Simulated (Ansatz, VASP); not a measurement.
# Ni in VASP and in Ansatz

```xyz
2
Lattice="2.4480 0.0000 0.0000 -1.2240 2.1201 0.0000 0.0000 0.0000 4.0728" Properties=species:S:1:pos:R:3 pbc="T T T"
Ni    0.0000    1.4134    1.0182
Ni    1.2240    0.7067    3.0546
```

Alike in both runs: task electric field gradients; functional LDA; k mesh 15 × 15 × 8; occupations fermi-dirac, width 0.08 eV; collinear spin.

|  | VASP | Ansatz |
| --- | --- | --- |
| version | VASP 6.6.1 | Ansatz 0.2.0 |
| potentials or method | VASP PAW LDA potentials, release 64 (Ni), cutoff 520 eV | all-electron PAW with datasets made for the crystal, scalar-relativistic |

|  | VASP | Ansatz | Ansatz less VASP |
| --- | --- | --- | --- |
| pressure (GPa) | -10.7 | -10.8 | -0.08 |
| traceless stress, the component that is largest in VASP (GPa) | -2.33 | -2.27 | +0.062 |
| net moment per atom (μB) | 0.61 | 0.63 | +0.021 |
| size of the moment on the site where the two differ most (μB) | 0.61 | 0.65 | +0.046 |
| size of Vzz on the site where it differs most (V/Å²) | 2.0 | 3.3 | +1.36 |

LDA's correlation is that of Perdew and Zunger in VASP and of Perdew and Wang (1992) in Ansatz. Site moments also hang on the region over which each program counts them. Ansatz ran all-electron here, and VASP with PAW potentials. Ansatz's warnings: band levels unverified.
